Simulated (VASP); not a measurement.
Wanted: the native input for a VASP 6.6.1 run.

* Task: relaxation of cell and atoms
* Functional: PBE
* Potentials or basis: VASP PAW PBE potentials, release 64 (Li_sv, F)
* Cutoff: 600 eV
* k mesh: 10 × 10 × 10
* Occupations: gaussian, width 0.02 eV
* Spin: no spin polarisation
* Dipole correction: no
* Further INCAR settings: ALGO = Normal; EDIFF = 1e-06; IBRION = 2; EDIFFG = -0.01; NSW = 100; ISIF = 3

The structure of LiF lies in POSCAR:

```
LiF
1.0
    0.0000000000      2.0343867978      2.0343867978
    2.0343867978      0.0000000000      2.0343867978
    2.0343867978      2.0343867978      0.0000000000
Li F
1 1
Direct
    0.5000000000      0.5000000000      0.5000000000
    0.0000000000      0.0000000000      0.0000000000
```

These files were run (other wordings do the same):

INCAR

```
ALGO     = Normal         # electronic algorithm
EDIFF    = 1E-6           # SCF threshold, eV
EDIFFG   = -0.01          # ionic threshold
ENCUT    = 600            # plane-wave cutoff, eV
GGA      = PE             # functional
IBRION   = 2              # ionic algorithm
ISIF     = 3              # what is computed and relaxed
ISMEAR   = 0              # smearing method
LASPH    = T              # aspherical terms in the spheres
LCHARG   = F              # write CHGCAR
LREAL    = F              # projectors in reciprocal space
LWAVE    = F              # write WAVECAR
NELM     = 80             # most SCF steps
NSW      = 100            # ionic steps
PREC     = Accurate       # precision mode
SIGMA    = 0.02           # smearing width, eV
```

KPOINTS

```
k-points
0
Gamma
  10 10 10
```

Potentials or basis: VASP PAW PBE potentials, release 64 (Li_sv, F).

Launch:

```bash
$ cat potpaw_PBE.64/Li_sv/POTCAR potpaw_PBE.64/F/POTCAR > POTCAR
$ mpirun -np 1 vasp_std > vasp.out
```

It gave:

The relaxed volume is 8.32 Å³/atom, the relaxed cell is a = 2.865 Å, b = 2.865 Å, c = 2.865 Å, α = 60.00°, β = 60.00°, γ = 60.00° and the space group after relaxing (to 0.05 Å) is Fm-3m (No. 225). The energy gained by relaxing is 0.2 meV/atom. The ionic steps are 3, the pressure after relaxing is 0.0 GPa and the band gap on the k mesh is 8.93 eV, direct.

Caveat: the cutoff is under 1.25 times the usual one of these potentials, so pressure, stress and relaxed cells hold a basis-set (Pulay) error.

Wall time 12 s on 1 thread of Intel(R) Xeon(R) Platinum 8488C (Sapphire Rapids), on a shared host, peak memory 0.13 GiB.
